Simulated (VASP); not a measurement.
# MgB2 (P-1) in VASP: electric field gradients with LDA

Aim: the electric field gradients of MgB2 with LDA.

All numbers are computed with VASP 6.6.1; they aren't measurements. Logs are shortened: lines on timing, memory, paths and dates and some standing lists are left out, and cuts for length are marked.

## (1) The cell of the first run

The typed cell holds 3 atoms: a = 3.085 Å, b = 3.112 Å, c = 3.523 Å, α = 90.41°, β = 91.14°, γ = 120.85°.

## (2) Electric field gradients, LDA (equal xy, yz and zx shear strains of -2 %)

Input file INCAR:

```
SYSTEM = MgB2
PREC = Accurate
ENCUT = 520
EDIFF = 1E-8
ISMEAR = -1
SIGMA = 0.05
LREAL = .False.
LASPH = .True.
NELM = 60
ALGO = Normal
ISIF = 2
LWAVE = .False.
LCHARG = .False.
GGA = CA
LEFG = .True.
NBANDS = 11
```

Input file KPOINTS:

```
Automatic mesh
0
Gamma
  15 15 12
  0 0 0
```

Input file POSCAR:

```
MgB2
1.0
    3.0850007055     -0.0308500071     -0.0308500071
   -1.5692172426      2.6871139852     -0.0112918863
   -0.0352300000     -0.0352300000      3.5230000000
Mg B
1 2
Direct
    0.0000000000      0.0000000000      0.0000000000
    0.3333333333      0.6666666667      0.5000000000
    0.6666666667      0.3333333333      0.5000000000
```

Potentials or basis: VASP PAW LDA potentials, release 64 (Mg, B).

On the command line:

```console
$ cat potpaw_LDA.64/Mg/POTCAR potpaw_LDA.64/B/POTCAR > POTCAR
$ mpirun -np 1 vasp_std > vasp.out
```

OUTCAR:

```text
SYSTEM = MgB2
   PREC = Accurate
   ENCUT = 520
   EDIFF = 1E-8
   ISMEAR = -1
   LREAL = .False.
   LASPH = .True.
   NELM = 60
   ISIF = 2
   GGA = CA

 ion  position               nearest neighbor table
   1  0.000  0.000  0.000-   3 2.46   2 2.46   3 2.48   2 2.48   2 2.51   3 2.51   2 2.53   3 2.53
                             2 2.53   3 2.53   3 2.53   2 2.53
   2  0.333  0.667  0.500-   3 1.77   3 1.78   3 1.80   1 2.46   1 2.48   1 2.51   1 2.53   1 2.53
                             1 2.53
   3  0.667  0.333  0.500-   2 1.77   2 1.78   2 1.80   1 2.46   1 2.48   1 2.51   1 2.53   1 2.53
                             1 2.53

  LATTYP: Found a triclinic cell.
 ALAT       =     3.0586130463
 B/A-ratio  =     1.0087281861
 C/A-ratio  =     1.1519444366
 COS(alpha) =     0.0198960208
 COS(beta)  =     0.0274156886
 COS(gamma) =     0.4869832429

  Lattice vectors:

 A1 = (   1.5157834629,   2.6562639781,  -0.0421418934)
 A2 = (   3.0850007055,  -0.0308500071,  -0.0308500071)
 A3 = (   0.0352300000,   0.0352300000,  -3.5230000000)

Analysis of symmetry for initial positions (statically):
=====================================================================
 Subroutine PRICEL returns:
 Original cell was already a primitive cell.

 Routine SETGRP: Setting up the symmetry group for a
 triclinic supercell.

 Subroutine GETGRP returns: Found  2 space group operations
 (whereof  2 operations were pure point group operations)
 out of a pool of  2 trial point group operations.

The static configuration has the point symmetry S_2 .

Analysis of symmetry for dynamics (positions and initial velocities):
=====================================================================
 Subroutine PRICEL returns:
 Original cell was already a primitive cell.

 Routine SETGRP: Setting up the symmetry group for a
 triclinic supercell.

 Subroutine GETGRP returns: Found  2 space group operations
 (whereof  2 operations were pure point group operations)
 out of a pool of  2 trial point group operations.

The dynamic configuration has the point symmetry S_2 .

 Subroutine INISYM returns: Found  2 space group operations
 (whereof  2 operations are pure point group operations),
 and found     1 'primitive' translations

[... 148 lines left out ...]
 Fermi energy:         5.1940725429

 k-point     1 :       0.0000    0.0000    0.0000
  band No.  band energies     occupation
      1      -7.0761      2.00000
      2       2.2890      2.00000
      3       5.5062      0.00388
      4       5.6235      0.00037
      5       6.8695      0.00000
      6      11.3163      0.00000
      7      11.6049      0.00000
      8      13.4882      0.00000
      9      14.9931      0.00000
     10      17.7466      0.00000
     11      20.9861      0.00000
[... 309 lines left out ...]
 k-point    24 :       0.0000    0.1333    0.0000
  band No.  band energies     occupation
      1      -6.7693      2.00000
      2       2.5875      2.00000
      3       4.1858      2.00000
      4       4.9244      1.99095
      5       7.1483      0.00000
      6      11.2001      0.00000
      7      12.6813      0.00000
      8      13.9388      0.00000
      9      14.1240      0.00000
     10      19.1601      0.00000
     11      19.9313      0.00000

 [... further k-points ...]

------------------------ aborting loop because EDIFF is reached ----------------------------------------

  FORCE on cell =-STRESS in cart. coord.  units (eV):
  Direction    XX          YY          ZZ          XY          YZ          ZX
  --------------------------------------------------------------------------------------
  -------------------------------------------------------------------------------------
  Total       -1.5995641     -1.6178793     -1.1538955      0.6659043      0.2332675      0.2315283
  in kB      -88.2855464    -89.2964259    -63.6875359     36.7535903     12.8748504     12.7788564
  external PRESSURE =     -80.4231694 kB  Pullay stress =       0.0000000 kB

 VOLUME and BASIS-vectors are now :
 -----------------------------------------------------------------------------
  energy-cutoff  :      520.00
  volume of cell :       29.03
      direct lattice vectors                 reciprocal lattice vectors
     3.085000706 -0.030850007 -0.030850007     0.326105293  0.190460242  0.005165655
    -1.569217243  2.687113985 -0.011291886     0.003781522  0.374370695  0.003781522
    -0.035230000 -0.035230000  3.523000000     0.002867741  0.002867741  0.283906347

 POSITION                                       TOTAL-FORCE (eV/Angst)
 -----------------------------------------------------------------------------------
      0.00000      0.00000      0.00000         0.000000     -0.000000      0.000000
     -0.03543      1.76351      1.74369         0.046792     -0.002166     -0.004419
      1.51598      0.85752      1.73717        -0.046792      0.002166      0.004419
 -----------------------------------------------------------------------------------
    total drift:                                0.000000     -0.000000      0.000000

  FREE ENERGIE OF THE ION-ELECTRON SYSTEM (eV)
  ---------------------------------------------------
  free  energy   TOTEN  =       -17.2387048038 eV

  energy  without entropy=      -17.2324757010  energy(sigma->0) =      -17.23559025

 Electric field gradients (V/A^2)
---------------------------------------------------------------------
 ion       V_xx      V_yy      V_zz      V_xy      V_xz      V_yz
---------------------------------------------------------------------
   1       0.343     0.334    -0.677    -1.107    -2.445    -2.450
   2      -9.828    -9.755    19.583    -0.626     0.051     0.049
   3      -9.828    -9.755    19.583    -0.626     0.051     0.049
---------------------------------------------------------------------

 Electric field gradients after diagonalization (V/A^2)
 (convention: |V_zz| > |V_xx| > |V_yy|)
----------------------------------------------------------------------
 ion       V_xx      V_yy      V_zz     asymmetry (V_yy - V_xx)/ V_zz
----------------------------------------------------------------------
   1       2.739     1.445    -4.184       0.309
   2     -10.418    -9.165    19.583       0.064
   3     -10.418    -9.165    19.583       0.064
----------------------------------------------------------------------

           NMR quadrupolar parameters

 Cq : quadrupolar parameter    Cq=e*Q*V_zz/h
 eta: asymmetry parameters     (V_yy - V_xx)/ V_zz
 Q  : nuclear electric quadrupole moment in mb (millibarn)
----------------------------------------------------------------------
 ion       Cq(MHz)       eta       Q (mb)
----------------------------------------------------------------------
   1      -0.010       0.309       1.000
   2       0.047       0.064       1.000
   3       0.047       0.064       1.000
----------------------------------------------------------------------
```

stdout:

```text
POSCAR found type information on POSCAR MgB
 POSCAR found :  2 types and       3 ions
 scaLAPACK will be used
 LDA part: xc-table for (Slater(with rela. corr.)+CA(PZ))
 , standard interpolation
 POSCAR, INCAR and KPOINTS ok, starting setup
 FFT: planning ... GRIDC
 FFT: planning ... GRID_SOFT
 FFT: planning ... GRID
 WAVECAR not read
 entering main loop
ion   1
     0.0000337     0.0574852     0.1455335     0.1902101     0.1455139    -0.0006938
     0.0000464     0.0574852     0.1455335     0.1902101     0.1455139    -0.0006938
     0.0000638     0.0574852     0.1455335     0.1902101     0.1455139    -0.0006938
     0.0000879     0.0574852     0.1455335     0.1902101     0.1455139    -0.0006938

     0.0000337     1.0772523     2.2938338     0.0604953     2.2895272    -0.0037830
     0.0000464     1.0772516     2.2938323     0.0604953     2.2895257    -0.0037830
     0.0000638     1.0772504     2.2938298     0.0604954     2.2895232    -0.0037830
     0.0000879     1.0772484     2.2938256     0.0604955     2.2895190    -0.0037830
[... 12 lines left out ...]
ion   3
     0.0000257     0.5707138     0.0027940   -12.3767944     0.0010389     0.0293559
     0.0000354     0.5707138     0.0027940   -12.3767944     0.0010389     0.0293559
     0.0000487     0.5707138     0.0027940   -12.3767943     0.0010389     0.0293559
     0.0000671     0.5707138     0.0027940   -12.3767942     0.0010389     0.0293559

     0.0000257     0.8333102     0.0089577   -17.3520557     0.0064145     0.0420646
     0.0000354     0.8333102     0.0089577   -17.3520552     0.0064145     0.0420646
     0.0000487     0.8333101     0.0089577   -17.3520543     0.0064144     0.0420646
     0.0000671     0.8333100     0.0089577   -17.3520528     0.0064144     0.0420646
```

Run time: 5 min. Hardware: 1 thread of Oxide Virtual Turin-like, shared host; peak memory 0.49 GiB.

Results:

```
Free energy                             : -17.2387 eV
Pressure                                : -8.0 GPa
Largest force                           : 0.047 eV/Å
Band gap on the k mesh                  : zero (bands 4 and 5 overlap by 3.67 eV)
Largest electric field gradient by atom : Mg -4.2; B +19.6 V/Å²
```

Forces on the atoms (eV/Å):
```
Mg   0.000  0.000  0.000
B    0.047 -0.002 -0.004
B   -0.047  0.002  0.004
```

Electric field gradients, principal values (V/Å²):
```tsv
atom	least	middle	greatest (by size)
1 Mg	1.445	2.739	-4.184
2 B	-9.165	-10.418	19.583
3 B	-9.165	-10.418	19.583
```

Caveat: the cell differs from its parent crystal (equal xy, yz and zx shear strains of -2 %); the cell stands under tension; without QUAD_EFG the Cq values of the log hold for a quadrupole moment of 1 mb, not for the nuclei.
